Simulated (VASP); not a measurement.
# GaP (F-43m) in VASP: a series of runs

Runs on GaP. Level: PBE. Tasks: single point.

Program: VASP 6.6.1. These are calculated values, not measurements. Logs are shortened: lines on timing, memory, paths and dates and some standing lists are left out, and cuts for length are marked.

### 1 The cell of the first run

Symmetry: F-43m, No. 216, cubic system. The conventional cell has a = 5.505 Å, b = 5.505 Å, c = 5.505 Å, α = 90.00°, β = 90.00°, γ = 90.00°. Within 3.1 Å of Ga (site symmetry -43m) lie 4 P at 2.38 Å. P (site symmetry -43m) has 4 Ga at 2.38 Å within 3.1 Å.

### 2 Single point, PBE

Input file INCAR:

```
PREC     = Accurate       # precision mode
ENCUT    = 520            # plane-wave cutoff, eV
EDIFF    = 1E-7           # SCF threshold, eV
ISMEAR   = 0              # smearing method
SIGMA    = 0.01           # smearing width, eV
LREAL    = Auto         
LASPH    = T              # aspherical terms in the spheres
NELM     = 80             # most SCF steps
ALGO     = Normal         # electronic algorithm
ISIF     = 2              # what is computed and relaxed
LWAVE    = F              # write WAVECAR
LCHARG   = T              # write CHGCAR
GGA      = PE             # functional
LELF     = T              # ELF
LVHAR    = T            
NBANDS   = 86             # bands
```

Input file KPOINTS:

```
Automatic mesh
0
Gamma
  1 1 1
```

Input file POSCAR:

```
GaP
1.0
    0.0000000000      5.5051169776     -5.5051169776
    5.5051169776      5.5051169776      0.0000000000
    5.5051169776      0.0000000000     -5.5051169776
Ga P
8 8
Direct
    0.5000000000      0.5000000000      0.0000000000
    0.5000000000      0.0000000000      0.0000000000
    1.0000000000      0.5000000000      0.0000000000
    1.0000000000      0.0000000000      0.0000000000
    0.5000000000      0.5000000000      0.5000000000
    0.5000000000      0.0000000000      0.5000000000
    1.0000000000      0.5000000000      0.5000000000
    1.0000000000      0.0000000000      0.5000000000
    0.3750000000      0.3750000000      0.3750000000
    0.3750000000      0.8750000000      0.3750000000
    0.8750000000      0.3750000000      0.3750000000
    0.8750000000      0.8750000000      0.3750000000
    0.3750000000      0.3750000000      0.8750000000
    0.3750000000      0.8750000000      0.8750000000
    0.8750000000      0.3750000000      0.8750000000
    0.8750000000      0.8750000000      0.8750000000
```

Potentials or basis: VASP PAW PBE potentials, release 64 (Ga_d, P).

The run is started by

```
> cat potpaw_PBE.64/Ga_d/POTCAR potpaw_PBE.64/P/POTCAR > POTCAR
> mpirun -np 1 vasp_gam > vasp.out
```

OUTCAR:

```text
PREC = Accurate
   ENCUT = 520
   EDIFF = 1E-7
   ISMEAR = 0
   LREAL = Auto
   LASPH = T
   NELM = 80
   ISIF = 2
   GGA = PE

 ion  position               nearest neighbor table
   1  0.500  0.500  0.000-   9 2.38  13 2.38  14 2.38  15 2.38
   2  0.500  0.000  0.000-  10 2.38  13 2.38  14 2.38  16 2.38
   3  0.000  0.500  0.000-  11 2.38  13 2.38  15 2.38  16 2.38
   4  0.000  0.000  0.000-  12 2.38  14 2.38  15 2.38  16 2.38
   5  0.500  0.500  0.500-   9 2.38  10 2.38  11 2.38  13 2.38
   6  0.500  0.000  0.500-   9 2.38  10 2.38  12 2.38  14 2.38
[... 8 lines left out ...]
  15  0.875  0.375  0.875-   1 2.38   3 2.38   4 2.38   7 2.38
  16  0.875  0.875  0.875-   2 2.38   3 2.38   4 2.38   8 2.38
[... 6 lines left out ...]
 A1 = (   0.0000000000,   5.5051169776,  -5.5051169776)
 A2 = (   5.5051169776,   5.5051169776,   0.0000000000)
 A3 = (   5.5051169776,   0.0000000000,  -5.5051169776)

Analysis of symmetry for initial positions (statically):
=====================================================================
 Subroutine PRICEL returns following result:

  LATTYP: Found a face centered cubic cell.
 ALAT       =     5.5051169776

  Lattice vectors:

 A1 = (   0.0000000000,   2.7525584888,  -2.7525584888)
 A2 = (   2.7525584888,   2.7525584888,   0.0000000000)
 A3 = (   2.7525584888,   0.0000000000,  -2.7525584888)

   8 primitive cells build up your supercell.

 Routine SETGRP: Setting up the symmetry group for a
 face centered cubic supercell.

 Subroutine GETGRP returns: Found 24 space group operations
 (whereof 24 operations were pure point group operations)
 out of a pool of 48 trial point group operations.

The static configuration has the point symmetry T_d .

Analysis of symmetry for dynamics (positions and initial velocities):
=====================================================================
 Subroutine PRICEL returns following result:

  LATTYP: Found a face centered cubic cell.
 ALAT       =     5.5051169776

  Lattice vectors:

 A1 = (   0.0000000000,   2.7525584888,  -2.7525584888)
 A2 = (   2.7525584888,   2.7525584888,   0.0000000000)
 A3 = (   2.7525584888,   0.0000000000,  -2.7525584888)

   8 primitive cells build up your supercell.

 Routine SETGRP: Setting up the symmetry group for a
 face centered cubic supercell.

[... 81 lines left out ...]
   LREAL  =      T    real-space projection
   EDIFFG = 0.1E-05   stopping-criterion for IOM
   NSW    =      0    number of steps for IOM
   IBRION =     -1    ionic relax: 0-MD 1-quasi-New 2-CG
   NFREE  =      0    steps in history (QN), initial steepest desc. (CG)
   ISIF   =      2    stress and relaxation
   ISYM   =      2    0-nonsym 1-usesym 2-fastsym
   POTIM  = 0.5000    time-step for ionic-motion
   TEBEG  =    0.0;   TEEND  =   0.0 temperature during run
   PSTRESS=    0.0 pullay stress
   NELECT =     144.0000    total number of electrons
   NUPDOWN=      -1.0000    fix difference up-down
   EMIN   =  10.00;   EMAX   =-10.00  energy-range for DOS
   EFERMI =   0.00;   METHOD = LEGACY
   ISMEAR =     0;   SIGMA  =   0.01  broadening in eV -4-tet -1-fermi 0-gaus
   EFERMI_NEDOS =   21; number of points for ismear=-14 and -15
   IALGO  =     38    algorithm
   IMIX   =      4    mixing-type and parameters
     AMIX     =   0.40;   BMIX     =  1.00
     AMIX_MAG =   1.60;   BMIX_MAG =  1.00
  volume/ion in A,a.u.               =      20.85       140.74
  Fermi-wavevector in a.u.,A,eV,Ry     =   1.237141  2.337857 20.823951  1.530517
  Thomas-Fermi vector in A             =   2.371720
   LORBIT       =      0    0 simple, 1 ext, 2 COOP (PROOUT), +10 PAW based schemes
   GGA     = PE    functional components
   LHFCALC =     F    Hartree Fock is set to
   AEXX    =    0.0000 exact exchange contribution
   IVDW    =     0    specifies the selected vdW correction
   LEPSILON=     F    determine dielectric tensor
   LRPA    =     F    only Hartree local field effects (RPA)
 non-spin polarized calculation
 Gauss-broadening in eV      SIGMA  =   0.01
  energy-cutoff  :      520.00
  volume of cell :      333.68
 maximum number of plane-waves:      4545
 NGX is ok and might be reduce to    60

 number of electron     144.0000022 magnetization

 Free energy of the ion-electron system (eV)
  ---------------------------------------------------
  ext. energy  EPLUGINS =         0.00000000
  ---------------------------------------------------
  free energy    TOTEN  =       -55.56841286 eV

  energy without entropy =      -55.56841286  energy(sigma->0) =      -55.56841286

 E-fermi :   4.8141     XC(G=0):  -9.5041

 val. band max:        4.7246200493   @ k =   0.0000   0.0000   0.0000
 cond. band min:       6.1630403701   @ k =   0.0000   0.0000   0.0000
 fundamental gap:      1.4384203209
 Fermi energy:         4.8141176495

 k-point     1 :       0.0000    0.0000    0.0000
  band No.  band energies     occupation
      1     -10.2606      2.00000
      2     -10.2606      2.00000
      3     -10.2606      2.00000
      4     -10.2278      2.00000
      5     -10.2278      2.00000
      6     -10.2278      2.00000
[... 76 lines left out ...]
     83       6.4157      0.00000
     84       8.3751      0.00000
 [bands above 84 left out]

------------------------ aborting loop because EDIFF is reached ----------------------------------------

  FORCE on cell =-STRESS in cart. coord.  units (eV):
  Direction    XX          YY          ZZ          XY          YZ          ZX
  --------------------------------------------------------------------------------------
  -------------------------------------------------------------------------------------
  Total       13.3060573     13.3060573     13.3060573      0.0000000      0.0000000      0.0000000
  in kB       63.8896223     63.8896223     63.8896223      0.0000000      0.0000000      0.0000000
  external PRESSURE =      63.8896223 kB  Pullay stress =       0.0000000 kB

 VOLUME and BASIS-vectors are now :
 -----------------------------------------------------------------------------
  energy-cutoff  :      520.00
  volume of cell :      333.68
      direct lattice vectors                 reciprocal lattice vectors
     0.000000000  5.505116978 -5.505116978    -0.090824591  0.090824591 -0.090824591
     5.505116978  5.505116978  0.000000000     0.090824591  0.090824591  0.090824591
     5.505116978  0.000000000 -5.505116978     0.090824591 -0.090824591 -0.090824591

 POSITION                                       TOTAL-FORCE (eV/Angst)
 -----------------------------------------------------------------------------------
      2.75256      5.50512     -2.75256         0.000000      0.000000     -0.000000
      0.00000      2.75256     -2.75256         0.000000      0.000000     -0.000000
      2.75256      2.75256      0.00000        -0.000000      0.000000     -0.000000
      0.00000      0.00000      0.00000         0.000000      0.000000     -0.000000
      5.50512      5.50512     -5.50512         0.000000     -0.000000      0.000000
      2.75256      2.75256     -5.50512         0.000000      0.000000     -0.000000
[... 8 lines left out ...]
      6.88140      6.88140     -9.63395        -0.000000     -0.000000      0.000000
      9.63395      9.63395     -9.63395        -0.000000     -0.000000      0.000000
 -----------------------------------------------------------------------------------
    total drift:                               -0.000017     -0.000017      0.000017

  FREE ENERGIE OF THE ION-ELECTRON SYSTEM (eV)
  ---------------------------------------------------
  free  energy   TOTEN  =       -55.5684128556 eV

  energy  without entropy=      -55.5684128556  energy(sigma->0) =      -55.56841286
```

OSZICAR:

```text
N       E                     dE             d eps       ncg     rms          rms(c)
DAV:   1     0.217044893102E+04    0.21704E+04   -0.57882E+04   188   0.316E+03
DAV:   2     0.493030477358E+03   -0.16774E+04   -0.15964E+04   172   0.903E+02
DAV:   3     0.743009142553E+01   -0.48560E+03   -0.44544E+03   216   0.273E+02
DAV:   4    -0.552954754391E+02   -0.62726E+02   -0.58470E+02   192   0.883E+01
DAV:   5    -0.598186956935E+02   -0.45232E+01   -0.44634E+01   232   0.245E+01    0.134E+01
DAV:   6    -0.557738544236E+02    0.40448E+01   -0.11039E+01   240   0.198E+01    0.865E+00
DAV:   7    -0.554792890923E+02    0.29457E+00   -0.34642E+00   202   0.495E+00    0.443E+00
DAV:   8    -0.555475592851E+02   -0.68270E-01   -0.36478E-01   208   0.385E+00    0.898E-01
DAV:   9    -0.555634665116E+02   -0.15907E-01   -0.51063E-02   220   0.171E+00    0.226E-01
DAV:  10    -0.555660162989E+02   -0.25498E-02   -0.52850E-03   232   0.321E-01    0.152E-01
DAV:  11    -0.555684123638E+02   -0.23961E-02   -0.26863E-03   192   0.157E-01    0.715E-02
DAV:  12    -0.555684086290E+02    0.37348E-05   -0.16192E-04   226   0.105E-01    0.315E-02
DAV:  13    -0.555684109561E+02   -0.23270E-05   -0.15559E-05   184   0.156E-02    0.142E-02
DAV:  14    -0.555684130933E+02   -0.21372E-05   -0.47040E-06   188   0.647E-03    0.611E-03
DAV:  15    -0.555684129313E+02    0.16194E-06   -0.28580E-07   144   0.311E-03    0.350E-03
DAV:  16    -0.555684128556E+02    0.75739E-07   -0.26135E-07   146   0.149E-03
   1 F= -.55568413E+02 E0= -.55568413E+02  d E =-.276641E-36
```

It took 64 s on 1 thread of Intel Xeon Platinum 8559C (Emerald Rapids), shared host; peak memory 0.45 GiB.

Results:

- Free energy: -55.5684 eV
- Pressure: 6.4 GPa
- Band gap on the k mesh: 1.44 eV

Levels at points of the mesh, in eV from the valence-band top:
```tsv
k point	band 70	band 71	band 72	band 73	band 74	band 75
(0.00, 0.00, 0.00)	0.00	0.00	0.00	1.44	1.44	1.44
```

Caveat: the k points lie up to 0.99 Å⁻¹ apart. A k mesh can miss the band edges.

### 3 Single point, PBE

This run uses another cell than the first one: it holds 2 atoms, not 16.

Input file INCAR:

```
SYSTEM = GaP
PREC     = Accurate       ! precision mode
ENCUT    = 520            ! plane-wave cutoff, eV
EDIFF    = 1E-6           ! SCF threshold, eV
ISMEAR   = 0              ! smearing method
SIGMA    = 0.01           ! smearing width, eV
LREAL    = .False.        ! projectors in reciprocal space
LASPH    = .True.         ! aspherical terms in the spheres
NELM     = 100            ! most SCF steps
ALGO     = Normal         ! electronic algorithm
ISIF     = 2              ! what is computed and relaxed
LWAVE    = .False.        ! write WAVECAR
LCHARG   = .False.        ! write CHGCAR
GGA      = PE             ! functional
NBANDS   = 16             ! bands
```

Input file KPOINTS:

```
regular mesh
0
Gamma
  8 8 8
  0 0 0
```

Input file POSCAR:

```
GaP
1.0
    0.0000000000      2.7525584888      2.7525584888
    2.7525584888      0.0000000000      2.7525584888
    2.7525584888      2.7525584888      0.0000000000
Ga P
1 1
Direct
    0.0000000000      0.0000000000      0.0000000000
    0.2500000000      0.2500000000      0.2500000000
```

Potentials or basis: VASP PAW PBE potentials, release 64 (Ga_d, P).

The run is started by

```
> cat potpaw_PBE.64/Ga_d/POTCAR potpaw_PBE.64/P/POTCAR > POTCAR
> mpirun -np 1 vasp_std > vasp.out
```

It took 12 s on 1 thread of Intel Xeon Platinum 8559C (Emerald Rapids), shared host; peak memory 0.17 GiB.

The run converged. Its results:

```yaml
Free_energy: -9.1256 eV
Pressure: 0.0 GPa
Band_gap_on_the_k_mesh: 1.58 eV, direct
```

Levels at points of the mesh, in eV from the valence-band top:
```csv
k point,band 7,band 8,band 9,band 10,band 11,band 12
"(0.00, 0.00, 0.00)",0.00,0.00,0.00,1.58,3.90,3.90
"(0.50, 0.00, 0.00)",-6.46,-1.07,-1.07,1.58,4.73,4.73
"(0.50, 0.50, 0.00)",-6.61,-2.58,-2.58,1.72,1.85,10.37
```

A k mesh can miss the band edges. Expect the measured gap to be larger: semilocal functionals such as PBE lack the derivative discontinuity.

### 4 Single point, PBE

This run uses another cell than the first one: it holds 54 atoms, not 16.

Input file INCAR:

```
SYSTEM = GaP
PREC     = Accurate       ! precision mode
ENCUT    = 520            ! plane-wave cutoff, eV
EDIFF    = 1E-6           ! SCF threshold, eV
ISMEAR   = 0              ! smearing method
SIGMA    = 0.01           ! smearing width, eV
LREAL    = Auto         
LASPH    = .True.         ! aspherical terms in the spheres
NELM     = 60             ! most SCF steps
ALGO     = Normal         ! electronic algorithm
ISIF     = 2              ! what is computed and relaxed
LWAVE    = .False.        ! write WAVECAR
LCHARG   = .True.         ! write CHGCAR
GGA      = PE             ! functional
LELF     = .True.         ! ELF
LVHAR    = .True.       
NBANDS   = 276            ! bands
```

Input file KPOINTS:

```
Automatic mesh
0
Gamma
  1 1 1
  0 0 0
```

Input file POSCAR:

```
GaP
1.0
    0.0000000000      8.2576754622     -8.2576754622
    8.2576754622      8.2576754622      0.0000000000
    8.2576754622      0.0000000000     -8.2576754622
Ga P
27 27
Direct
    0.6666666667      0.3333333333      0.3333333333
    0.6666666667      0.6666666667      0.3333333333
    0.6666666667      1.0000000000      0.3333333333
    0.3333333333      0.3333333333      0.3333333333
    0.3333333333      0.6666666667      0.3333333333
    0.3333333333      0.0000000000      0.3333333333
    1.0000000000      0.3333333333      0.3333333333
    1.0000000000      0.6666666667      0.3333333333
    1.0000000000      0.0000000000      0.3333333333
    0.6666666667      0.3333333333      0.0000000000
    0.6666666667      0.6666666667      0.0000000000
    0.6666666667      0.0000000000      0.0000000000
    0.3333333333      0.3333333333      0.0000000000
    0.3333333333      0.6666666667      0.0000000000
    0.3333333333      0.0000000000      0.0000000000
    1.0000000000      0.3333333333      0.0000000000
    1.0000000000      0.6666666667      0.0000000000
    1.0000000000      0.0000000000      0.0000000000
    0.6666666667      0.3333333333      0.6666666667
    0.6666666667      0.6666666667      0.6666666667
    0.6666666667      0.0000000000      0.6666666667
    0.3333333333      0.3333333333      0.6666666667
    0.3333333333      0.6666666667      0.6666666667
    0.3333333333      0.0000000000      0.6666666667
    1.0000000000      0.3333333333      0.6666666667
    1.0000000000      0.6666666667      0.6666666667
    1.0000000000      0.0000000000      0.6666666667
    0.5833333333      0.2500000000      0.5833333333
    0.5833333333      0.5833333333      0.5833333333
    0.5833333333      0.9166666667      0.5833333333
    0.2500000000      0.2500000000      0.5833333333
    0.2500000000      0.5833333333      0.5833333333
    0.2500000000      0.9166666667      0.5833333333
    0.9166666667      0.2500000000      0.5833333333
    0.9166666667      0.5833333333      0.5833333333
    0.9166666667      0.9166666667      0.5833333333
    0.5833333333      0.2500000000      0.2500000000
    0.5833333333      0.5833333333      0.2500000000
    0.5833333333      0.9166666667      0.2500000000
    0.2500000000      0.2500000000      0.2500000000
    0.2500000000      0.5833333333      0.2500000000
    0.2500000000      0.9166666667      0.2500000000
    0.9166666667      0.2500000000      0.2500000000
    0.9166666667      0.5833333333      0.2500000000
    0.9166666667      0.9166666667      0.2500000000
    0.5833333333      0.2500000000      0.9166666667
    0.5833333333      0.5833333333      0.9166666667
    0.5833333333      0.9166666667      0.9166666667
    0.2500000000      0.2500000000      0.9166666667
    0.2500000000      0.5833333333      0.9166666667
    0.2500000000      0.9166666667      0.9166666667
    0.9166666667      0.2500000000      0.9166666667
    0.9166666667      0.5833333333      0.9166666667
    0.9166666667      0.9166666667      0.9166666667
```

The run is started by

```
> cat potpaw_PBE.64/Ga_d/POTCAR potpaw_PBE.64/P/POTCAR > POTCAR
> mpirun -np 1 vasp_gam > vasp.out
```

Wall time 22 min (1 thread of Oxide Virtual Turin-like, shared host); peak memory 1.3 GiB.

It converged, with:

```yaml
Free_energy: -233.1989 eV
Pressure: 1.4 GPa
Band_gap_on_the_k_mesh: 1.55 eV
```

Levels at points of the mesh, in eV from the valence-band top:
| k point | band 240 | band 241 | band 242 | band 243 | band 244 | band 245 | band 246 | band 247 |
| --- | --- | --- | --- | --- | --- | --- | --- | --- |
| (0.00, 0.00, 0.00) | -0.88 | 0.00 | 0.00 | 0.00 | 1.55 | 1.74 | 1.74 | 1.74 |

Caveat: the k points lie up to 0.66 Å⁻¹ apart. A k mesh can miss the band edges.

### 5 Summary

```csv
cell,k mesh,gap on the mesh (eV),pressure (GPa)
"a = 7.785 Å, angles 60.0°, 16 atoms",1 × 1 × 1,1.44,6.4
"a = 3.893 Å, angles 60.0°, 2 atoms",8 × 8 × 8,1.58,0.0
"a = 11.678 Å, angles 60.0°, 54 atoms",1 × 1 × 1,1.55,1.4
```

Alike in all rows: task single point; level PBE; potentials or basis VASP PAW PBE potentials, release 64 (Ga_d, P); no spin polarisation; cutoff (eV) 520; smearing gaussian 0.01 eV.

Caveats: some runs use coarse meshes.

Total energies depend on the potentials used, so only differences within one code and one set of settings carry meaning.
